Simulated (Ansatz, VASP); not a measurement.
Cs2ZnAs2 in VASP and in Ansatz

```
CELL_PARAMETERS angstrom
4.71216 0.00000 0.00000
-2.35608 4.08085 0.00000
0.00000 0.00000 11.36886
ATOMIC_POSITIONS crystal
Cs 0.33333 0.66667 0.72744
Cs 0.66667 0.33333 0.27256
Zn 0.00000 0.00000 0.00000
As 0.33333 0.66667 0.04196
As 0.66667 0.33333 0.95804
```

Alike in both runs: functional PBE; k mesh 6 × 6 × 2; occupations gaussian, width 0.1 eV; no spin polarisation.

Ansatz relaxed the structure, and its values are those at the end. VASP's run is a single point on that final structure, the one shown.

|  | VASP | Ansatz |
| --- | --- | --- |
| version | VASP 6.6.1 | Ansatz 0.2.0 |
| potentials or method | VASP PAW PBE potentials, release 64 (Cs_sv, Zn, As), cutoff 520 eV | scalar-relativistic, plane waves, PAW |
| valence electrons in the cell | 40 | 60 |

VASP gave:

```
gap on the k mesh at the Fermi level (eV) : none
pressure (GPa)                            : 0.1
rms of the force components (eV/Å)        : 0.006
```

Question: What did Ansatz give for the same quantities?

Answer: gap on the k mesh at the Fermi level (eV): none; pressure (GPa): 0.0; rms of the force components (eV/Å): 0.000.

A gap of «none» marks a metal or a gap that the smearing closes. VASP's potentials hold 40 valence electrons a cell and Ansatz's 60, so a difference there can come from the potentials and not from the codes.

Neither program's run includes spin-orbit coupling.
